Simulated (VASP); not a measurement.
# Ti3Al (P-6m2) in VASP: single point with LDA

Aim: the single point of Ti3Al with LDA.

Everything below comes from runs of VASP 6.6.1. Logs are shortened: lines on timing, memory, paths and dates and some standing lists are left out, and cuts for length are marked.

## Step 1: The cell of the first run

Symmetry: P-6m2, No. 187, hexagonal system. Conventional cell: a = 2.861 Å, b = 2.861 Å, c = 9.052 Å, α = 90.00°, β = 90.00°, γ = 120.00°. Within 3.7 Å of Ti (site symmetry -6m2) lie 12 Ti at 2.79 to 2.86 Å. Ti (site symmetry 3m) has 9 Ti at 2.79 to 2.86 Å and 3 Al at 2.81 Å within 3.7 Å. Al (site symmetry -6m2) has 6 Ti at 2.81 Å and 6 Al at 2.86 Å within 3.7 Å.

## Step 2: Single point, LDA

INCAR reads:

```
SYSTEM = Ti3Al
PREC = Accurate
ENCUT = 520
EDIFF = 1E-6
ISMEAR = 0
SIGMA = 0.15
LREAL = .False.
LASPH = .True.
NELM = 100
ALGO = Fast
ISIF = 2
LWAVE = .False.
LCHARG = .False.
GGA = CA
NBANDS = 49
```

KPOINTS reads:

```
regular mesh
0
Gamma
  15 15 3
  0 0 0
```

POSCAR reads:

```
Ti3Al
1.0
   -2.8609562337      0.0000000000      0.0000000000
   -1.4304781169     -2.4776607775      0.0000000000
    0.0000000000      0.0000000000     18.1041752298
Ti Al
6 2
Direct
    0.6666666667      0.6666666667      0.5000000000
    0.6666666667      0.6666666667      0.0000000000
    0.3333333333      0.3333333333      0.3757682869
    0.3333333333      0.3333333333      0.8757682869
    0.3333333333      0.3333333333      0.1242317131
    0.3333333333      0.3333333333      0.6242317131
    0.6666666667      0.6666666667      0.2500000000
    0.6666666667      0.6666666667      0.7500000000
```

Potentials or basis: VASP PAW LDA potentials, release 64 (Ti_sv, Al).

Launch:

```bash
cat potpaw_LDA.64/Ti_sv/POTCAR potpaw_LDA.64/Al/POTCAR > POTCAR
mpirun -np 1 vasp_std > vasp.out
```

OUTCAR:

```text
SYSTEM = Ti3Al
   PREC = Accurate
   ENCUT = 520
   EDIFF = 1E-6
   ISMEAR = 0
   LREAL = .False.
   LASPH = .True.
   NELM = 100
   ISIF = 2
   GGA = CA

 ion  position               nearest neighbor table
   1  0.667  0.667  0.500-   3 2.79   6 2.79   3 2.79   6 2.79   3 2.79   6 2.79
   2  0.667  0.667  0.000-   4 2.79   5 2.79   4 2.79   5 2.79   4 2.79   5 2.79
   3  0.333  0.333  0.376-   1 2.79   1 2.79   1 2.79   7 2.81   7 2.81   7 2.81
   4  0.333  0.333  0.876-   2 2.79   2 2.79   2 2.79   8 2.81   8 2.81   8 2.81
   5  0.333  0.333  0.124-   2 2.79   2 2.79   2 2.79   7 2.81   7 2.81   7 2.81
   6  0.333  0.333  0.624-   1 2.79   1 2.79   1 2.79   8 2.81   8 2.81   8 2.81
   7  0.667  0.667  0.250-   3 2.81   5 2.81   3 2.81   5 2.81   3 2.81   5 2.81
   8  0.667  0.667  0.750-   4 2.81   6 2.81   4 2.81   6 2.81   4 2.81   6 2.81

  LATTYP: Found a hexagonal cell.
 ALAT       =     2.8609562337
 C/A-ratio  =     6.3280154434

  Lattice vectors:

 A1 = (   1.4304781169,   2.4776607775,   0.0000000000)
 A2 = (  -2.8609562337,   0.0000000000,   0.0000000000)
 A3 = (   0.0000000000,   0.0000000000,  18.1041752298)

Analysis of symmetry for initial positions (statically):
=====================================================================
 Subroutine PRICEL returns following result:

  LATTYP: Found a hexagonal cell.
 ALAT       =     2.8609562337
 C/A-ratio  =     3.1640077217

  Lattice vectors:

 A1 = (   1.4304781169,   2.4776607775,   0.0000000000)
 A2 = (  -2.8609562337,   0.0000000000,   0.0000000000)
 A3 = (   0.0000000000,   0.0000000000,   9.0520876149)

   2 primitive cells build up your supercell.

 Routine SETGRP: Setting up the symmetry group for a
 hexagonal supercell.

 Subroutine GETGRP returns: Found 12 space group operations
 (whereof 12 operations were pure point group operations)
 out of a pool of 24 trial point group operations.

The static configuration has the point symmetry D_3h.

Analysis of symmetry for dynamics (positions and initial velocities):
=====================================================================
 Subroutine PRICEL returns following result:

  LATTYP: Found a hexagonal cell.
 ALAT       =     2.8609562337
 C/A-ratio  =     3.1640077217

  Lattice vectors:

 A1 = (   1.4304781169,   2.4776607775,   0.0000000000)
 A2 = (  -2.8609562337,   0.0000000000,   0.0000000000)
 A3 = (   0.0000000000,   0.0000000000,   9.0520876149)

   2 primitive cells build up your supercell.

 Routine SETGRP: Setting up the symmetry group for a
 hexagonal supercell.

 Subroutine GETGRP returns: Found 12 space group operations
 (whereof 12 operations were pure point group operations)
 out of a pool of 24 trial point group operations.

The dynamic configuration has the point symmetry D_3h.

 Subroutine INISYM returns: Found 12 space group operations
 (whereof 12 operations are pure point group operations),
 and found     2 'primitive' translations

----------------------------------------------------------------------------------------

                                     Primitive cell

  volume of cell :      64.1655

  direct lattice vectors                    reciprocal lattice vectors
     1.430478117  2.477660778  0.000000000     0.000000000  0.403606502  0.000000000
    -2.860956234  0.000000000  0.000000000    -0.349533484  0.201803251  0.000000000
     0.000000000  0.000000000  9.052087615     0.000000000  0.000000000  0.110471754

  length of vectors
     2.860956234  2.860956234  9.052087615     0.403606502  0.403606502  0.110471754

  position of ions in fractional coordinates (direct lattice)
     0.333333333  0.666666667  0.000000000
     0.666666667  0.333333333  0.751536574
     0.666666667  0.333333333  0.248463426
     0.333333333  0.666666667  0.500000000

  ion indices of the primitive-cell ions
   primitive index   ion index
                 1           1
                 2           3
                 3           6
                 4           7

----------------------------------------------------------------------------------------

 KPOINTS: regular mesh

Automatic generation of k-mesh.
 Grid dimensions read from file:
 generate k-points for:   15   15    3

 Generating k-lattice:

  Cartesian coordinates                     Fractional coordinates (reciprocal lattice)
    -0.023302232  0.013453550  0.000000000     0.066666667 -0.000000000  0.000000000
     0.000000000 -0.026907100  0.000000000     0.000000000  0.066666667  0.000000000
     0.000000000  0.000000000  0.018411959     0.000000000  0.000000000  0.333333333

  Length of vectors
     0.026907100  0.026907100  0.018411959

  Shift w.r.t. Gamma in fractional coordinates (k-lattice)
     0.000000000  0.000000000  0.000000000

 Subroutine IBZKPT returns following result:
 ===========================================

 Found     54 irreducible k-points:

 Following reciprocal coordinates:
            Coordinates               Weight
  0.000000  0.000000  0.000000      1.000000
  0.066667  0.000000  0.000000      6.000000
  0.133333  0.000000  0.000000      6.000000
  0.200000  0.000000  0.000000      6.000000
  0.266667  0.000000  0.000000      6.000000
  0.333333  0.000000  0.000000      6.000000
[... 16 lines left out ...]
 -0.466667  0.200000  0.000000     12.000000
 -0.400000  0.200000  0.000000      6.000000
 [... further k-points ...]
   k-points           NKPTS =     54   k-points in BZ     NKDIM =     54   number of bands    NBANDS=     49
   number of dos      NEDOS =    301   number of ions     NIONS =      8
   total plane-waves  NPLWV =  80640
   dimension x,y,z NGX =    24 NGY =   24 NGZ =  140
   dimension x,y,z NGXF=    48 NGYF=   48 NGZF=  280
   ions per type =               6   2
   NGX,Y,Z   is equivalent  to a cutoff of  13.95, 13.95, 12.86 a.u.
   NGXF,Y,Z  is equivalent  to a cutoff of  27.89, 27.89, 25.71 a.u.
 SYSTEM =  Ti3Al
   PREC   = accura    normal or accurate (medium, high low for compatibility)
   ISTART =      0    job   : 0-new  1-cont  2-samecut
   ICHARG =      2    charge: 1-file 2-atom 10-const
   ISPIN  =      1    spin polarized calculation?
   LNONCOLLINEAR =      F non collinear calculations
   LSORBIT =      F    spin-orbit coupling
   LASPH  =      T    aspherical Exc in radial PAW
   ENCUT  =  520.0 eV  38.22 Ry    6.18 a.u.   5.32  5.32 33.66*2*pi/ulx,y,z
   NELM   =    100;   NELMIN=  2; NELMDL= -5     # of ELM steps
   EDIFF  = 0.1E-05   stopping-criterion for ELM
   LREAL  =      F    real-space projection
   EDIFFG = 0.1E-04   stopping-criterion for IOM
   NSW    =      0    number of steps for IOM
   IBRION =     -1    ionic relax: 0-MD 1-quasi-New 2-CG
   NFREE  =      0    steps in history (QN), initial steepest desc. (CG)
   ISIF   =      2    stress and relaxation
   ISYM   =      2    0-nonsym 1-usesym 2-fastsym
   POTIM  = 0.5000    time-step for ionic-motion
   TEBEG  =    0.0;   TEEND  =   0.0 temperature during run
   PSTRESS=    0.0 pullay stress
   NELECT =      78.0000    total number of electrons
   NUPDOWN=      -1.0000    fix difference up-down
   EMIN   =  10.00;   EMAX   =-10.00  energy-range for DOS
   EFERMI =   0.00;   METHOD = LEGACY
   ISMEAR =     0;   SIGMA  =   0.15  broadening in eV -4-tet -1-fermi 0-gaus
   EFERMI_NEDOS =   21; number of points for ismear=-14 and -15
   IALGO  =     68    algorithm
   IMIX   =      4    mixing-type and parameters
     AMIX     =   0.40;   BMIX     =  1.00
     AMIX_MAG =   1.60;   BMIX_MAG =  1.00
  volume/ion in A,a.u.               =      16.04       108.25
  Fermi-wavevector in a.u.,A,eV,Ry     =   1.386742  2.620563 26.164741  1.923054
  Thomas-Fermi vector in A             =   2.511029
   LORBIT       =      0    0 simple, 1 ext, 2 COOP (PROOUT), +10 PAW based schemes
   GGA     = CA    functional components
   LHFCALC =     F    Hartree Fock is set to
   AEXX    =    0.0000 exact exchange contribution
   IVDW    =     0    specifies the selected vdW correction
   LEPSILON=     F    determine dielectric tensor
   LRPA    =     F    only Hartree local field effects (RPA)
 non-spin polarized calculation
 RMM-DIIS sequential band-by-band and
 Gauss-broadening in eV      SIGMA  =   0.15
  energy-cutoff  :      520.00
  volume of cell :      128.33
 maximum number of plane-waves:      3482
 NGX is ok and might be reduce to    24
   NGX = 11   NGY = 11   NGZ = 67

 number of electron      78.0000014 magnetization

 Free energy of the ion-electron system (eV)
  ---------------------------------------------------
  ext. energy  EPLUGINS =         0.00000000
  ---------------------------------------------------
  free energy    TOTEN  =       -60.72775655 eV

  energy without entropy =      -60.64058362  energy(sigma->0) =      -60.68417008

 E-fermi :   8.4391     XC(G=0): -11.7448

 val. band max:        8.4361487462   @ k =   0.4000   0.1333   0.0000
 cond. band min:       8.4453587963   @ k =   0.1333   0.0000   0.0000
 fundamental gap:      0.0092100501
 Fermi energy:         8.4391342144

 k-point     1 :       0.0000    0.0000    0.0000
  band No.  band energies     occupation
      1     -47.4702      2.00000
      2     -47.4701      2.00000
      3     -47.4038      2.00000
      4     -47.4037      2.00000
      5     -47.3224      2.00000
      6     -47.3224      2.00000
[... 41 lines left out ...]
     48       9.7276      0.00000
     49       9.7289      0.00000

 k-point     2 :       0.0667    0.0000    0.0000
  band No.  band energies     occupation
      1     -47.4643      2.00000
      2     -47.4643      2.00000
      3     -47.3993      2.00000
      4     -47.3992      2.00000
      5     -47.3194      2.00000
      6     -47.3194      2.00000
[... 41 lines left out ...]
     48       9.7210      0.00000
     49       9.8067      0.00000

 k-point     3 :       0.1333    0.0000    0.0000
  band No.  band energies     occupation
      1     -47.4476      2.00000
      2     -47.4476      2.00000
      3     -47.3867      2.00000
      4     -47.3867      2.00000
      5     -47.3110      2.00000
      6     -47.3109      2.00000
[... 41 lines left out ...]
     48       9.6328      0.00000
     49      10.0651      0.00000

 k-point     4 :       0.2000    0.0000    0.0000
  band No.  band energies     occupation
      1     -47.4224      2.00000
      2     -47.4223      2.00000
      3     -47.3681      2.00000
      4     -47.3680      2.00000
      5     -47.2990      2.00000
      6     -47.2990      2.00000
[... 977 lines left out ...]
     48       9.9879      0.00000
     49      10.5855      0.00000

 k-point    23 :      -0.4667    0.2000    0.0000
  band No.  band energies     occupation
      1     -47.3091      2.00000
      2     -47.3091      2.00000
      3     -47.2953      2.00000
      4     -47.2953      2.00000
      5     -47.2670      2.00000
      6     -47.2670      2.00000
[... 41 lines left out ...]
     48      10.1665      0.00000
     49      10.7377      0.00000

 k-point    24 :      -0.4000    0.2000    0.0000
  band No.  band energies     occupation
      1     -47.3009      2.00000
      2     -47.3009      2.00000
      3     -47.2916      2.00000
      4     -47.2916      2.00000
      5     -47.2678      2.00000
      6     -47.2678      2.00000
[... 41 lines left out ...]
     48      10.2803      0.00000
     49      10.8424      0.00000

 [... further k-points ...]
[... 5 lines left out ...]
  --------------------------------------------------------------------------------------
  -------------------------------------------------------------------------------------
  Total       -0.0709334     -0.0709334     -0.0015985     -0.0000000      0.0000000      0.0000000
  in kB       -0.8855833     -0.8855833     -0.0199569     -0.0000000      0.0000000      0.0000000
  external PRESSURE =      -0.5970412 kB  Pullay stress =       0.0000000 kB

 VOLUME and BASIS-vectors are now :
 -----------------------------------------------------------------------------
  energy-cutoff  :      520.00
  volume of cell :      128.33
      direct lattice vectors                 reciprocal lattice vectors
    -2.860956234  0.000000000  0.000000000    -0.349533484  0.201803251  0.000000000
    -1.430478117 -2.477660778  0.000000000     0.000000000 -0.403606502  0.000000000
     0.000000000  0.000000000 18.104175230     0.000000000  0.000000000  0.055235877

 POSITION                                       TOTAL-FORCE (eV/Angst)
 -----------------------------------------------------------------------------------
     -2.86096     -1.65177      9.05209         0.000000     -0.000000     -0.000000
     -2.86096     -1.65177      0.00000         0.000000     -0.000000     -0.000000
     -1.43048     -0.82589      6.80297        -0.000000      0.000000      0.009483
     -1.43048     -0.82589     15.85506        -0.000000     -0.000000      0.009483
     -1.43048     -0.82589      2.24911        -0.000000      0.000000     -0.009483
     -1.43048     -0.82589     11.30120         0.000000      0.000000     -0.009483
     -2.86096     -1.65177      4.52604        -0.000000     -0.000000      0.000000
     -2.86096     -1.65177     13.57813        -0.000000     -0.000000      0.000000
 -----------------------------------------------------------------------------------
    total drift:                               -0.000001     -0.000000     -0.000000

  FREE ENERGIE OF THE ION-ELECTRON SYSTEM (eV)
  ---------------------------------------------------
  free  energy   TOTEN  =       -60.7277565493 eV

  energy  without entropy=      -60.6405836159  energy(sigma->0) =      -60.68417008
```

Run time: 15 min. Hardware: 1 thread of Intel Xeon Platinum 8488C (Sapphire Rapids), shared host; peak memory 0.37 GiB.

Results:

```
Free energy            : -60.7278 eV
Pressure               : -0.1 GPa
Largest force          : 0.009 eV/Å
Band gap on the k mesh : zero (band 39 reaches 9.28 eV, above the bottom of band 40 at 7.74 eV)
```

Forces in eV/Å, atoms in the order of the input:
```
Ti   0.000  0.000  0.000
Ti   0.000  0.000  0.000
Ti   0.000  0.000  0.009
Ti   0.000  0.000  0.009
Ti   0.000  0.000 -0.009
Ti   0.000  0.000 -0.009
Al   0.000  0.000  0.000
Al   0.000  0.000  0.000
```

Stress tensor (GPa, compression positive):
```
-0.09  0.00  0.00
 0.00 -0.09  0.00
 0.00  0.00  0.00
```

Levels at points of the mesh, in eV from the Fermi level:
```csv
k point,band 38,band 39,band 40,band 41,band 42,band 43
"(0.00, 0.00, 0.00)",0.80,0.84,0.84,0.85,0.85,0.93
```
